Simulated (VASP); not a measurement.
# SrTiO3 (Pm-3m) in VASP: a series of runs, part 2 of 2

VASP 6.6.1. Earlier steps stand in the parts before.

## Step 4: Single point, PBEsol (volume scaled by 0.97)

Contents of INCAR:

```
PREC = Accurate
ENCUT = 520
EDIFF = 1E-6
ISMEAR = 0
SIGMA = 0.02
LREAL = False
LASPH = True
NELM = 80
ALGO = Normal
ISIF = 2
LWAVE = False
LCHARG = False
GGA = PS
NBANDS = 28
```

Contents of KPOINTS:

```
regular mesh
0
Gamma
  8 8 8
```

Contents of POSCAR:

```
SrTiO3
1.0
    3.8518134918      0.0000000000      0.0000000000
    0.0000000000      3.8518134918      0.0000000000
    0.0000000000      0.0000000000      3.8518134918
Sr Ti O
1 1 3
Direct
    0.5000000000      0.5000000000      0.5000000000
    0.0000000000      0.0000000000      0.0000000000
    0.5000000000      0.0000000000      0.0000000000
    0.0000000000      0.5000000000      0.0000000000
    0.0000000000      0.0000000000      0.5000000000
```

The run is started by

```
$ cat potpaw_PBE.64/Sr_sv/POTCAR potpaw_PBE.64/Ti_sv/POTCAR potpaw_PBE.64/O/POTCAR > POTCAR
$ mpirun -np 1 vasp_std > vasp.out
```

Wall time 42 s (1 thread of Intel Xeon Platinum 8488C (Sapphire Rapids), shared host); peak memory 0.2 GiB.

The run converged. Its results:

* Free energy: -41.9729 eV
* Pressure: 6.8 GPa
* Band gap on the k mesh: 1.87 eV, indirect (least direct gap 2.20 eV)

Levels at points of the mesh, in eV from the valence-band top:
```csv
k point,band 18,band 19,band 20,band 21,band 22,band 23
"(0.00, 0.00, 0.00)",-0.33,-0.33,-0.33,1.87,1.87,1.87
"(0.50, 0.00, 0.00)",-2.17,-0.73,-0.73,2.07,3.99,3.99
"(0.50, 0.50, 0.00)",-1.63,-1.63,-0.10,4.00,4.00,4.47
"(0.50, 0.50, 0.50)",0.00,0.00,0.00,4.73,4.73,4.73
```

Caveat: the cell differs from its parent crystal (volume scaled by 0.97); the PAW data sets were made with another functional, which shifts forces and pressure a little. A k mesh can miss the band edges.

## Step 5: Single point, PBEsol

This run uses another cell than the first one, of 11.78 Å³/atom, 0.909 times its volume.

Contents of INCAR:

```
PREC = Accurate ; ENCUT = 520
EDIFF = 1E-6 ; ISMEAR = 0
SIGMA = 0.02 ; LREAL = F
LASPH = T ; NELM = 100
ALGO = Normal ; ISIF = 2
LWAVE = F ; LCHARG = T
GGA = PS ; LELF = T
LVHAR = T ; NBANDS = 28
```

KPOINTS is that of step 4.

POSCAR: that of step 4 with these lines changed.

```diff
@@ -2,5 +2,5 @@
 1.0
-    3.8518134918      0.0000000000      0.0000000000
-    0.0000000000      3.8518134918      0.0000000000
-    0.0000000000      0.0000000000      3.8518134918
+    3.8911204260      0.0000000000      0.0000000000
+    0.0000000000      3.8911204260      0.0000000000
+    0.0000000000      0.0000000000      3.8911204260
 Sr Ti O
```

Potentials or basis: VASP PAW PBE potentials, release 64 (Sr_sv, Ti_sv, O).

The run is started by

```
$ cat potpaw_PBE.64/Sr_sv/POTCAR potpaw_PBE.64/Ti_sv/POTCAR potpaw_PBE.64/O/POTCAR > POTCAR
$ mpirun -np 1 vasp_std > vasp.out
```

OUTCAR:

```text
PREC = Accurate
   ENCUT = 520
   EDIFF = 1E-6
   ISMEAR = 0
   LREAL = F
   LASPH = T
   NELM = 100
   ISIF = 2
   GGA = PS

 ion  position               nearest neighbor table
   1  0.500  0.500  0.500-   3 2.75   4 2.75   5 2.75   3 2.75   4 2.75   3 2.75   5 2.75   3 2.75
                             4 2.75   5 2.75   4 2.75   5 2.75   2 3.37   2 3.37   2 3.37   2 3.37
   2  0.000  0.000  0.000-   3 1.95   4 1.95   5 1.95   5 1.95   4 1.95   3 1.95   1 3.37   1 3.37
                             1 3.37   1 3.37   1 3.37   1 3.37   1 3.37   1 3.37
   3  0.500  0.000  0.000-   2 1.95   2 1.95   1 2.75   1 2.75   1 2.75   1 2.75
   4  0.000  0.500  0.000-   2 1.95   2 1.95   1 2.75   1 2.75   1 2.75   1 2.75
   5  0.000  0.000  0.500-   2 1.95   2 1.95   1 2.75   1 2.75   1 2.75   1 2.75

  LATTYP: Found a simple cubic cell.
 ALAT       =     3.8911204260

  Lattice vectors:

 A1 = (   3.8911204260,   0.0000000000,   0.0000000000)
 A2 = (   0.0000000000,   3.8911204260,   0.0000000000)
 A3 = (   0.0000000000,   0.0000000000,   3.8911204260)

Analysis of symmetry for initial positions (statically):
=====================================================================
 Subroutine PRICEL returns:
 Original cell was already a primitive cell.

 Routine SETGRP: Setting up the symmetry group for a
 simple cubic supercell.

 Subroutine GETGRP returns: Found 48 space group operations
 (whereof 48 operations were pure point group operations)
 out of a pool of 48 trial point group operations.

The static configuration has the point symmetry O_h .

Analysis of symmetry for dynamics (positions and initial velocities):
=====================================================================
 Subroutine PRICEL returns:
 Original cell was already a primitive cell.

 Routine SETGRP: Setting up the symmetry group for a
 simple cubic supercell.

 Subroutine GETGRP returns: Found 48 space group operations
 (whereof 48 operations were pure point group operations)
 out of a pool of 48 trial point group operations.

The dynamic configuration has the point symmetry O_h .

 Subroutine INISYM returns: Found 48 space group operations
 (whereof 48 operations are pure point group operations),
 and found     1 'primitive' translations

----------------------------------------------------------------------------------------

                                     Primitive cell

  volume of cell :      58.9147

  direct lattice vectors                    reciprocal lattice vectors
     3.891120426  0.000000000  0.000000000     0.256995387  0.000000000  0.000000000
     0.000000000  3.891120426  0.000000000     0.000000000  0.256995387  0.000000000
     0.000000000  0.000000000  3.891120426     0.000000000  0.000000000  0.256995387

  length of vectors
     3.891120426  3.891120426  3.891120426     0.256995387  0.256995387  0.256995387

  position of ions in fractional coordinates (direct lattice)
     0.500000000  0.500000000  0.500000000
     0.000000000  0.000000000  0.000000000
     0.500000000  0.000000000  0.000000000
     0.000000000  0.500000000  0.000000000
     0.000000000  0.000000000  0.500000000

  ion indices of the primitive-cell ions
   primitive index   ion index
                 1           1
                 2           2
                 3           3
                 4           4
                 5           5

[... 29 lines left out ...]
  0.125000  0.000000  0.000000      6.000000
  0.250000  0.000000  0.000000      6.000000
  0.375000  0.000000  0.000000      6.000000
  0.500000  0.000000  0.000000      3.000000
  0.125000  0.125000  0.000000     12.000000
[... 16 lines left out ...]
  0.375000  0.375000  0.125000     24.000000
  0.500000  0.375000  0.125000     24.000000
 [... further k-points ...]
   k-points           NKPTS =     35   k-points in BZ     NKDIM =     35   number of bands    NBANDS=     28
   number of dos      NEDOS =    301   number of ions     NIONS =      5
   total plane-waves  NPLWV =  27000
   dimension x,y,z NGX =    30 NGY =   30 NGZ =   30
   dimension x,y,z NGXF=    60 NGYF=   60 NGZF=   60
   ions per type =               1   1   3
   NGX,Y,Z   is equivalent  to a cutoff of  12.82, 12.82, 12.82 a.u.
   NGXF,Y,Z  is equivalent  to a cutoff of  25.63, 25.63, 25.63 a.u.
 SYSTEM =  unknown system
   PREC   = accura    normal or accurate (medium, high low for compatibility)
   ISTART =      0    job   : 0-new  1-cont  2-samecut
   ICHARG =      2    charge: 1-file 2-atom 10-const
   ISPIN  =      1    spin polarized calculation?
   LNONCOLLINEAR =      F non collinear calculations
   LSORBIT =      F    spin-orbit coupling
   LASPH  =      T    aspherical Exc in radial PAW
   ENCUT  =  520.0 eV  38.22 Ry    6.18 a.u.   7.23  7.23  7.23*2*pi/ulx,y,z
   NELM   =    100;   NELMIN=  2; NELMDL= -5     # of ELM steps
   EDIFF  = 0.1E-05   stopping-criterion for ELM
   LREAL  =      F    real-space projection
   EDIFFG = 0.1E-04   stopping-criterion for IOM
   NSW    =      0    number of steps for IOM
   IBRION =     -1    ionic relax: 0-MD 1-quasi-New 2-CG
   NFREE  =      0    steps in history (QN), initial steepest desc. (CG)
   ISIF   =      2    stress and relaxation
   ISYM   =      2    0-nonsym 1-usesym 2-fastsym
   POTIM  = 0.5000    time-step for ionic-motion
   TEBEG  =    0.0;   TEEND  =   0.0 temperature during run
   PSTRESS=    0.0 pullay stress
   NELECT =      40.0000    total number of electrons
   NUPDOWN=      -1.0000    fix difference up-down
   EMIN   =  10.00;   EMAX   =-10.00  energy-range for DOS
   EFERMI =   0.00;   METHOD = LEGACY
   ISMEAR =     0;   SIGMA  =   0.02  broadening in eV -4-tet -1-fermi 0-gaus
   EFERMI_NEDOS =   21; number of points for ismear=-14 and -15
   IALGO  =     38    algorithm
   IMIX   =      4    mixing-type and parameters
     AMIX     =   0.40;   BMIX     =  1.00
     AMIX_MAG =   1.60;   BMIX_MAG =  1.00
  volume/ion in A,a.u.               =      11.78        79.52
  Fermi-wavevector in a.u.,A,eV,Ry     =   1.438865  2.719061 28.168598  2.070334
  Thomas-Fermi vector in A             =   2.557785
   LORBIT       =      0    0 simple, 1 ext, 2 COOP (PROOUT), +10 PAW based schemes
   GGA     = PS    functional components
   LHFCALC =     F    Hartree Fock is set to
   AEXX    =    0.0000 exact exchange contribution
   IVDW    =     0    specifies the selected vdW correction
   LEPSILON=     F    determine dielectric tensor
   LRPA    =     F    only Hartree local field effects (RPA)
 non-spin polarized calculation
 Gauss-broadening in eV      SIGMA  =   0.02
  energy-cutoff  :      520.00
  volume of cell :       58.91
 maximum number of plane-waves:      1622
 NGX is ok and might be reduce to    30
   NGX = 15   NGY = 15   NGZ = 15

 number of electron      40.0000013 magnetization

 Free energy of the ion-electron system (eV)
  ---------------------------------------------------
  ext. energy  EPLUGINS =         0.00000000
  ---------------------------------------------------
  free energy    TOTEN  =       -42.01575953 eV

  energy without entropy =      -42.01575953  energy(sigma->0) =      -42.01575953

 E-fermi :   4.2920     XC(G=0): -11.5968

 val. band max:        4.1137295413   @ k =   0.5000   0.5000   0.5000
 cond. band min:       5.9335964466   @ k =   0.0000   0.0000   0.0000
 fundamental gap:      1.8198669053
 Fermi energy:         4.2920279522

 k-point     1 :       0.0000    0.0000    0.0000
  band No.  band energies     occupation
      1     -52.0426      2.00000
      2     -28.4997      2.00000
      3     -28.4120      2.00000
      4     -28.4120      2.00000
      5     -28.4120      2.00000
      6     -13.2852      2.00000
[... 733 lines left out ...]
     27      12.3679      0.00000
     28      12.8760      0.00000

 [... further k-points ...]

------------------------ aborting loop because EDIFF is reached ----------------------------------------

  FORCE on cell =-STRESS in cart. coord.  units (eV):
  Direction    XX          YY          ZZ          XY          YZ          ZX
  --------------------------------------------------------------------------------------
  -------------------------------------------------------------------------------------
  Total        0.2470240      0.2470240      0.2470240     -0.0000000     -0.0000000      0.0000000
  in kB        6.7177804      6.7177804      6.7177804     -0.0000000     -0.0000000      0.0000000
  external PRESSURE =       6.7177804 kB  Pullay stress =       0.0000000 kB

 VOLUME and BASIS-vectors are now :
 -----------------------------------------------------------------------------
  energy-cutoff  :      520.00
  volume of cell :       58.91
      direct lattice vectors                 reciprocal lattice vectors
     3.891120426  0.000000000  0.000000000     0.256995387  0.000000000  0.000000000
     0.000000000  3.891120426  0.000000000     0.000000000  0.256995387  0.000000000
     0.000000000  0.000000000  3.891120426     0.000000000  0.000000000  0.256995387

 POSITION                                       TOTAL-FORCE (eV/Angst)
 -----------------------------------------------------------------------------------
      1.94556      1.94556      1.94556         0.000000      0.000000      0.000000
      0.00000      0.00000      0.00000         0.000000      0.000000      0.000000
      1.94556      0.00000      0.00000         0.000000      0.000000      0.000000
      0.00000      1.94556      0.00000         0.000000      0.000000      0.000000
      0.00000      0.00000      1.94556         0.000000      0.000000      0.000000
 -----------------------------------------------------------------------------------
    total drift:                                0.000000     -0.000000      0.000000

  FREE ENERGIE OF THE ION-ELECTRON SYSTEM (eV)
  ---------------------------------------------------
  free  energy   TOTEN  =       -42.0157595300 eV

  energy  without entropy=      -42.0157595300  energy(sigma->0) =      -42.01575953
```

It took 45 s on 1 thread of Intel Xeon Platinum 8488C (Sapphire Rapids), shared host; peak memory 0.2 GiB.

Results:

```yaml
Free_energy: -42.0158 eV
Pressure: 0.7 GPa
Band_gap_on_the_k_mesh: 1.82 eV, indirect (least direct gap 2.17 eV)
```

Caveat: the PAW data sets were made with another functional, which shifts forces and pressure a little. Expect the measured gap to be larger: semilocal functionals such as PBEsol lack the derivative discontinuity.

## Step 6: The runs side by side

| cell | gap on the mesh (eV) | pressure (GPa) |
| --- | --- | --- |
| a = 4.017 Å, 5 atoms | 1.65 | -13.8 |
| a = 3.812 Å, 5 atoms | 1.92 | 14.0 |
| a = 3.852 Å, 5 atoms | 1.87 | 6.8 |
| a = 3.891 Å, 5 atoms | 1.82 | 0.7 |

Alike in all rows: task single point; level PBEsol; potentials or basis VASP PAW PBE potentials, release 64 (Sr_sv, Ti_sv, O); no spin polarisation; k mesh 8 × 8 × 8; cutoff (eV) 520; smearing gaussian 0.02 eV.

Caveats: the PAW data sets were made with another functional, which shifts forces and pressure a little.

Total energies depend on the potentials used, so only differences within one code and one set of settings carry meaning.
